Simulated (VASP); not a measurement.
# C (P6_3/mmc) in VASP: further runs, part 2 of 3

VASP 6.6.1. Earlier steps stand in the parts before.

## 3. Single point, r2SCAN (strain +0.025 along x and y, -0.050 along z)

The COD entry that gives the cell may itself be a prediction, so a difference from it is no test against experiment.

The input, POSCAR:

```
C
1.0
    2.5725856773      0.0000000000      0.0000000000
   -1.2862928387      2.2279245500      0.0000000000
    0.0000000000      0.0000000000      7.8663083936
C
8
Direct
    0.0000000000      0.0000000000      0.0929334757
    0.0000000000      0.0000000000      0.5929334757
    0.0000000000      0.0000000000      0.4070665243
    0.0000000000      0.0000000000      0.9070665243
    0.3333333333      0.6666666667      0.1554962089
    0.6666666667      0.3333333333      0.6554962089
    0.3333333333      0.6666666667      0.3445037911
    0.6666666667      0.3333333333      0.8445037911
```

The input, INCAR.step1:

```
SYSTEM = C
  PREC = Accurate
  ENCUT = 520
  ISMEAR = 0
  SIGMA = 0.05
  LREAL = .FALSE.
  LASPH = .TRUE.
  NELM = 100
  NBANDS = 26
  GGA = PE
  ALGO = Normal
  EDIFF = 1E-4
  LWAVE = .TRUE.
  LCHARG = .FALSE.
```

The input, INCAR.step2:

```
SYSTEM = C
  PREC = Accurate
  ENCUT = 520
  EDIFF = 1E-7
  ISMEAR = 0
  SIGMA = 0.05
  LREAL = .FALSE.
  LASPH = .TRUE.
  NELM = 100
  ALGO = Normal
  ISIF = 2
  LWAVE = .FALSE.
  LCHARG = .TRUE.
  METAGGA = R2SCAN
  LMIXTAU = .TRUE.
  LELF = .TRUE.
  LVHAR = .TRUE.
  NBANDS = 26
  ISTART = 1
```

The input, KPOINTS:

```
regular mesh
0
G
  12 12 4
  0 0 0
```

Potentials or basis: VASP PAW PBE potentials, release 64 (C).

Launch:

```sh
cat potpaw_PBE.64/C/POTCAR > POTCAR
cp INCAR.step1 INCAR
mpirun -np 1 vasp_std > vasp.out
cp INCAR.step2 INCAR
mpirun -np 1 vasp_std > vasp.out
```

OUTCAR:

```text
SYSTEM = C
   PREC = Accurate
   ENCUT = 520
   EDIFF = 1E-7
   ISMEAR = 0
   LREAL = .FALSE.
   LASPH = .TRUE.
   NELM = 100
   ISIF = 2
   METAGGA = R2SCAN
   ISTART = 1

 ion  position               nearest neighbor table
   1  0.000  0.000  0.093-   4 1.46   5 1.56   5 1.56   5 1.56
   2  0.000  0.000  0.593-   3 1.46   6 1.56   6 1.56   6 1.56
   3  0.000  0.000  0.407-   2 1.46   7 1.56   7 1.56   7 1.56
   4  0.000  0.000  0.907-   1 1.46   8 1.56   8 1.56   8 1.56
   5  0.333  0.667  0.155-   7 1.49   1 1.56   1 1.56   1 1.56
   6  0.667  0.333  0.655-   8 1.49   2 1.56   2 1.56   2 1.56
   7  0.333  0.667  0.345-   5 1.49   3 1.56   3 1.56   3 1.56
   8  0.667  0.333  0.845-   6 1.49   4 1.56   4 1.56   4 1.56

  LATTYP: Found a hexagonal cell.
 ALAT       =     2.5725856773
 C/A-ratio  =     3.0577439900

  Lattice vectors:

 A1 = (   2.5725856773,   0.0000000000,   0.0000000000)
 A2 = (  -1.2862928387,   2.2279245500,   0.0000000000)
 A3 = (   0.0000000000,   0.0000000000,   7.8663083936)

Analysis of symmetry for initial positions (statically):
[... 196 lines left out ...]
  band No.  band energies     occupation
      1     -13.0149      2.00000
      2     -11.0809      2.00000
      3     -10.9879      2.00000
      4      -5.9468      2.00000
      5      -4.4354      2.00000
      6       3.4505      2.00000
[... 685 lines left out ...]
     25      21.4790      0.00000
     26      23.6347      0.00000

 [... further k-points ...]

------------------------ aborting loop because EDIFF is reached ----------------------------------------

  FORCE on cell =-STRESS in cart. coord.  units (eV):
  Direction    XX          YY          ZZ          XY          YZ          ZX
  --------------------------------------------------------------------------------------
  -------------------------------------------------------------------------------------
  Total       -7.9811211     -7.9811211     20.8917074      0.0000000      0.0000000      0.0000000
  in kB     -283.6176050   -283.6176050    742.4089903      0.0000000      0.0000000      0.0000000
  external PRESSURE =      58.3912601 kB  Pullay stress =       0.0000000 kB

 VOLUME and BASIS-vectors are now :
 -----------------------------------------------------------------------------
  energy-cutoff  :      520.00
  volume of cell :       45.09
      direct lattice vectors                 reciprocal lattice vectors
     2.572585677  0.000000000  0.000000000     0.388713973  0.224424117  0.000000000
    -1.286292839  2.227924550  0.000000000     0.000000000  0.448848234  0.000000000
     0.000000000  0.000000000  7.866308394     0.000000000  0.000000000  0.127124434

 POSITION                                       TOTAL-FORCE (eV/Angst)
 -----------------------------------------------------------------------------------
      0.00000      0.00000      0.73104        -0.000000      0.000000      0.375672
      0.00000      0.00000      4.66420         0.000000     -0.000000      0.375672
      0.00000      0.00000      3.20211        -0.000000      0.000000     -0.375672
      0.00000      0.00000      7.13527         0.000000     -0.000000     -0.375672
     -0.00000      1.48528      1.22318         0.000000     -0.000000     -0.556790
      1.28629      0.74264      5.15634         0.000000     -0.000000     -0.556790
     -0.00000      1.48528      2.70997        -0.000000      0.000000      0.556790
      1.28629      0.74264      6.64313        -0.000000     -0.000000      0.556790
 -----------------------------------------------------------------------------------
    total drift:                               -0.000000      0.000000     -0.000000

  FREE ENERGIE OF THE ION-ELECTRON SYSTEM (eV)
  ---------------------------------------------------
  free  energy   TOTEN  =       -77.8277456905 eV

  energy  without entropy=      -77.8277456905  energy(sigma->0) =      -77.82774569
```

OUTCAR.step1:

```text
SYSTEM = C
   PREC = Accurate
   ENCUT = 520
   ISMEAR = 0
   LREAL = .FALSE.
   LASPH = .TRUE.
[... 944 lines left out ...]
      1.28629      0.74264      5.15634        -0.000000     -0.000000     -0.609901
     -0.00000      1.48528      2.70997         0.000000      0.000000      0.609901
      1.28629      0.74264      6.64313        -0.000000     -0.000000      0.609901
 -----------------------------------------------------------------------------------
    total drift:                               -0.000000      0.000000     -0.000000

  FREE ENERGIE OF THE ION-ELECTRON SYSTEM (eV)
  ---------------------------------------------------
  free  energy   TOTEN  =       -71.9681283520 eV

  energy  without entropy=      -71.9681283520  energy(sigma->0) =      -71.96812835
```

OSZICAR.step1:

```text
N       E                     dE             d eps       ncg     rms          rms(c)
DAV:   1     0.627497925698E+02    0.62750E+02   -0.16610E+04  2964   0.119E+03
DAV:   2    -0.696399164462E+02   -0.13239E+03   -0.12422E+03  3874   0.229E+02
DAV:   3    -0.746303782155E+02   -0.49905E+01   -0.49497E+01  3992   0.392E+01
DAV:   4    -0.746764932857E+02   -0.46115E-01   -0.46015E-01  3870   0.412E+00
DAV:   5    -0.746773068042E+02   -0.81352E-03   -0.81186E-03  3864   0.498E-01    0.113E+01
DAV:   6    -0.726422464140E+02    0.20351E+01   -0.13302E+00  3408   0.630E+00    0.673E+00
DAV:   7    -0.719633649027E+02    0.67888E+00   -0.16326E+00  3470   0.718E+00    0.148E+00
DAV:   8    -0.719679035559E+02   -0.45387E-02   -0.46694E-02  3826   0.121E+00    0.111E-01
DAV:   9    -0.719680517927E+02   -0.14824E-03   -0.86737E-04  3878   0.193E-01    0.400E-02
DAV:  10    -0.719681283520E+02   -0.76559E-04   -0.84038E-05  2622   0.619E-02
   1 F= -.71968128E+02 E0= -.71968128E+02  d E =-.561110E-18
```

Wall time 4 min (1 thread of AMD EPYC 7R13 (Zen 3), shared host); peak memory 0.16 GiB.

Results:

| Quantity | Value |
| --- | --- |
| Free energy | -77.8277 eV |
| Pressure | 5.8 GPa |
| Largest force | 0.557 eV/Å |
| Band gap on the k mesh | 3.69 eV, indirect (least direct gap 4.59 eV) |

Forces on the atoms (eV/Å):
```
C    0.000  0.000  0.376
C    0.000  0.000  0.376
C    0.000  0.000 -0.376
C    0.000  0.000 -0.376
C    0.000  0.000 -0.557
C    0.000  0.000 -0.557
C    0.000  0.000  0.557
C    0.000  0.000  0.557
```

Levels at points of the mesh, in eV from the valence-band top:
```
           k point  band 12  band 13  band 14  band 15  band 16  band 17  band 18  band 19  band 20  band 21
(0.00, 0.00, 0.00)    -2.42    -2.42    -0.50     0.00     0.00     4.59     4.59     6.58     6.85     6.89
(0.50, 0.00, 0.00)    -5.68    -5.58    -4.64    -3.86    -2.84     3.69     5.32     5.67     7.12     8.05
(0.00, 0.00, 0.50)    -2.41    -0.98    -0.98    -0.98    -0.98     5.68     5.68     5.68     5.68     6.64
(0.50, 0.00, 0.50)    -6.94    -5.08    -5.08    -3.85    -3.85     4.14     4.14     7.47     7.47     8.54
```

Caveat: the cell differs from its parent crystal (strain +0.025 along x and y, -0.050 along z); the PAW data sets were made with another functional, which shifts forces and pressure a little.

## 4. Single point, r2SCAN (strain +0.000 along x and y, +0.025 along z)

POSCAR, as its differences from that of step 3:

```diff
@@ -2,5 +2,5 @@
 1.0
-    2.5725856773      0.0000000000      0.0000000000
-   -1.2862928387      2.2279245500      0.0000000000
-    0.0000000000      0.0000000000      7.8663083936
+    2.5098396852      0.0000000000      0.0000000000
+   -1.2549198426      2.1735849268      0.0000000000
+    0.0000000000      0.0000000000      8.4873327404
 C
```

The input, INCAR.step1:

```
PREC = Accurate
ENCUT = 520
ISMEAR = 0
SIGMA = 0.05
LREAL = F
LASPH = T
NELM = 80
NBANDS = 26
GGA = PE
ALGO = Normal
EDIFF = 1E-4
LWAVE = T
LCHARG = F
```

The input, INCAR.step2:

```
PREC = Accurate
ENCUT = 520
EDIFF = 1E-6
ISMEAR = 0
SIGMA = 0.05
LREAL = F
LASPH = T
NELM = 80
ALGO = Normal
ISIF = 2
LWAVE = F
LCHARG = F
METAGGA = R2SCAN
LMIXTAU = T
NBANDS = 26
ISTART = 1
```

The input, KPOINTS:

```
regular mesh
0
Gamma
  12 12 4
```

Potentials or basis: VASP PAW PBE potentials, release 64 (C).

Launch:

```sh
cat potpaw_PBE.64/C/POTCAR > POTCAR
cp INCAR.step1 INCAR
mpirun -np 1 vasp_std > vasp.out
cp INCAR.step2 INCAR
mpirun -np 1 vasp_std > vasp.out
```

OUTCAR:

```text
PREC = Accurate
   ENCUT = 520
   EDIFF = 1E-6
   ISMEAR = 0
   LREAL = F
   LASPH = T
   NELM = 80
   ISIF = 2
   METAGGA = R2SCAN
   ISTART = 1

 ion  position               nearest neighbor table
   1  0.000  0.000  0.093-   5 1.54   5 1.54   5 1.54   4 1.58
   2  0.000  0.000  0.593-   6 1.54   6 1.54   6 1.54   3 1.58
   3  0.000  0.000  0.407-   7 1.54   7 1.54   7 1.54   2 1.58
   4  0.000  0.000  0.907-   8 1.54   8 1.54   8 1.54   1 1.58
   5  0.333  0.667  0.155-   1 1.54   1 1.54   1 1.54   7 1.60
   6  0.667  0.333  0.655-   2 1.54   2 1.54   2 1.54   8 1.60
   7  0.333  0.667  0.345-   3 1.54   3 1.54   3 1.54   5 1.60
   8  0.667  0.333  0.845-   4 1.54   4 1.54   4 1.54   6 1.60

  LATTYP: Found a hexagonal cell.
 ALAT       =     2.5098396852
 C/A-ratio  =     3.3816234521

  Lattice vectors:

 A1 = (   2.5098396852,   0.0000000000,   0.0000000000)
 A2 = (  -1.2549198426,   2.1735849268,   0.0000000000)
 A3 = (   0.0000000000,   0.0000000000,   8.4873327404)

Analysis of symmetry for initial positions (statically):
[... 196 lines left out ...]
  band No.  band energies     occupation
      1     -13.0146      2.00000
      2     -11.3972      2.00000
      3     -11.2795      2.00000
      4      -7.6497      2.00000
      5      -4.3648      2.00000
      6       2.1147      2.00000
[... 685 lines left out ...]
     25      20.5875      0.00000
     26      21.8026      0.00000

 [... further k-points ...]

------------------------ aborting loop because EDIFF is reached ----------------------------------------

  FORCE on cell =-STRESS in cart. coord.  units (eV):
  Direction    XX          YY          ZZ          XY          YZ          ZX
  --------------------------------------------------------------------------------------
  -------------------------------------------------------------------------------------
  Total        0.1050971      0.1050971     -8.2899932      0.0000000      0.0000000      0.0000000
  in kB        3.6366994      3.6366994   -286.8606211      0.0000000      0.0000000      0.0000000
  external PRESSURE =     -93.1957407 kB  Pullay stress =       0.0000000 kB

 VOLUME and BASIS-vectors are now :
 -----------------------------------------------------------------------------
  energy-cutoff  :      520.00
  volume of cell :       46.30
      direct lattice vectors                 reciprocal lattice vectors
     2.509839685  0.000000000  0.000000000     0.398431823  0.230034720  0.000000000
    -1.254919843  2.173584927  0.000000000     0.000000000  0.460069440  0.000000000
     0.000000000  0.000000000  8.487332740     0.000000000  0.000000000  0.117822646

 POSITION                                       TOTAL-FORCE (eV/Angst)
 -----------------------------------------------------------------------------------
      0.00000      0.00000      0.78876         0.000000     -0.000000      0.054663
      0.00000      0.00000      5.03242         0.000000     -0.000000      0.054663
      0.00000      0.00000      3.45491        -0.000000     -0.000000     -0.054663
      0.00000      0.00000      7.69858         0.000000     -0.000000     -0.054663
     -0.00000      1.44906      1.31975         0.000000     -0.000000     -0.029423
      1.25492      0.72453      5.56341        -0.000000      0.000000     -0.029423
     -0.00000      1.44906      2.92392         0.000000     -0.000000      0.029423
      1.25492      0.72453      7.16758        -0.000000      0.000000      0.029423
 -----------------------------------------------------------------------------------
    total drift:                               -0.000000      0.000000      0.000000

  FREE ENERGIE OF THE ION-ELECTRON SYSTEM (eV)
  ---------------------------------------------------
  free  energy   TOTEN  =       -78.4471233367 eV

  energy  without entropy=      -78.4471233367  energy(sigma->0) =      -78.44712334
```

OSZICAR.step1:

```text
N       E                     dE             d eps       ncg     rms          rms(c)
DAV:   1     0.664174984623E+02    0.66417E+02   -0.16572E+04  2964   0.119E+03
DAV:   2    -0.697474523108E+02   -0.13616E+03   -0.12759E+03  3944   0.229E+02
DAV:   3    -0.749578554553E+02   -0.52104E+01   -0.51697E+01  4050   0.395E+01
DAV:   4    -0.750080521957E+02   -0.50197E-01   -0.50116E-01  3794   0.425E+00
DAV:   5    -0.750090727689E+02   -0.10206E-02   -0.10192E-02  4012   0.528E-01    0.108E+01
DAV:   6    -0.731939822594E+02    0.18151E+01   -0.11849E+00  3458   0.583E+00    0.646E+00
DAV:   7    -0.725862277057E+02    0.60775E+00   -0.14534E+00  3536   0.666E+00    0.136E+00
DAV:   8    -0.725895700239E+02   -0.33423E-02   -0.36167E-02  3800   0.103E+00    0.101E-01
DAV:   9    -0.725897443466E+02   -0.17432E-03   -0.62889E-04  3854   0.163E-01    0.351E-02
DAV:  10    -0.725898075574E+02   -0.63211E-04   -0.57286E-05  2620   0.518E-02
   1 F= -.72589808E+02 E0= -.72589808E+02  d E =-.142564E-16
```

It took 3.5 min on 1 thread of AMD EPYC 7R13 (Zen 3), shared host; peak memory 0.16 GiB.

What came out:

| Property | Result |
| --- | --- |
| Free energy | -78.4471 eV |
| Pressure | -9.3 GPa |
| Largest force | 0.055 eV/Å |
| Band gap on the k mesh | 4.92 eV, indirect (least direct gap 5.03 eV) |

Forces in eV/Å, atoms in the order of the input:
```
C    0.000  0.000  0.055
C    0.000  0.000  0.055
C    0.000  0.000 -0.055
C    0.000  0.000 -0.055
C    0.000  0.000 -0.029
C    0.000  0.000 -0.029
C    0.000  0.000  0.029
C    0.000  0.000  0.029
```

Caveat: the cell differs from its parent crystal (strain +0.000 along x and y, +0.025 along z); the PAW data sets were made with another functional, which shifts forces and pressure a little. A k mesh can miss the band edges.

[end of part 2 of 3]
